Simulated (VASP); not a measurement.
## Al5Co2Ni3: single point with PBE

Crystal: Al5Co2Ni3.

```xyz
10
Lattice="2.9562 0.0000 0.0000 0.0000 2.9562 0.0000 0.0000 0.0000 14.7809" Properties=species:S:1:pos:R:3 pbc="T T T"
Al    1.4781    1.4781   13.3028
Al    1.4781    1.4781    1.4781
Al    1.4781    1.4781    4.4343
Al    1.4781    1.4781    7.3905
Al    1.4781    1.4781   10.3466
Co    0.0000    0.0000    5.9124
Co    0.0000    0.0000    8.8686
Ni    0.0000    0.0000   11.8247
Ni    0.0000    0.0000    0.0000
Ni    0.0000    0.0000    2.9562
```

| Item | Value |
| --- | --- |
| Program | VASP 6.6.1 |
| Task | single point |
| Functional | PBE |
| Potentials or basis | VASP PAW PBE potentials, release 64 (Al, Co, Ni) |
| Cutoff | 520 eV |
| k mesh | 6 × 6 × 2 |
| Occupations | gaussian, width 0.1 eV |
| Spin | collinear spin, ferrimagnetic start |
| Starting moments | [0.0, 0.0, 0.0, 0.0, 0.0, -3.0, 3.0, 2.0, -2.0, 2.0] μB |
| Dipole correction | no |
| Further INCAR settings | ALGO = Fast; EDIFF = 1e-06; NBANDS = 46 |

```
Pressure                                              : -11.0 GPa
Largest force                                         : 0.419 eV/Å
Net moment                                            : 0.00 μB per cell
Site moments                                          : Al +0.00, -0.00, +0.01, -0.01 (each value once); Co -0.43, +0.43; Ni +0.01, +0.00, -0.01 μB
Valence electrons inside the program's atomic spheres : Al 0.76, 0.77 (each value once); Co 8.26; Ni 9.34
```

Forces on the atoms (eV/Å):
```
Al   0.000  0.000  0.013
Al   0.000  0.000 -0.013
Al   0.000  0.000  0.419
Al   0.000  0.000  0.000
Al   0.000  0.000 -0.419
Co   0.000  0.000 -0.080
Co   0.000  0.000  0.080
Ni   0.000  0.000 -0.049
Ni   0.000  0.000  0.000
Ni   0.000  0.000  0.049
```

Levels at points of the mesh, in eV from the Fermi level:
Spin up:
```
           k point  band 29  band 30  band 31  band 32  band 33  band 34
(0.00, 0.00, 0.00)    -0.67    -0.49    -0.43     0.06     1.73     1.86
(0.50, 0.00, 0.00)    -1.03    -0.86    -0.76    -0.71    -0.60    -0.20
(0.50, 0.50, 0.00)    -0.44    -0.44     0.35     1.33     1.44     1.44
(0.00, 0.00, 0.50)    -0.67    -0.46    -0.43     0.25     0.63     3.78
(0.50, 0.00, 0.50)    -1.03    -0.87    -0.75    -0.71    -0.60    -0.20
(0.50, 0.50, 0.50)     0.35     0.40     0.40     0.47     0.47     1.33
```
Spin down:
| k point | band 29 | band 30 | band 31 | band 32 | band 33 | band 34 |
| --- | --- | --- | --- | --- | --- | --- |
| (0.00, 0.00, 0.00) | -0.68 | -0.49 | -0.43 | 0.06 | 1.73 | 1.86 |
| (0.50, 0.00, 0.00) | -1.03 | -0.86 | -0.76 | -0.71 | -0.60 | -0.20 |
| (0.50, 0.50, 0.00) | -0.44 | -0.44 | 0.35 | 1.33 | 1.44 | 1.44 |
| (0.00, 0.00, 0.50) | -0.68 | -0.46 | -0.43 | 0.25 | 0.63 | 3.78 |
| (0.50, 0.00, 0.50) | -1.03 | -0.87 | -0.75 | -0.71 | -0.60 | -0.20 |
| (0.50, 0.50, 0.50) | 0.35 | 0.40 | 0.40 | 0.47 | 0.47 | 1.33 |

It took 3.9 min on 1 thread of Intel(R) Xeon(R) 6975P-C (Granite Rapids), with other jobs on the host, peak memory 0.39 GiB.

Caveat: the cell stands under tension.
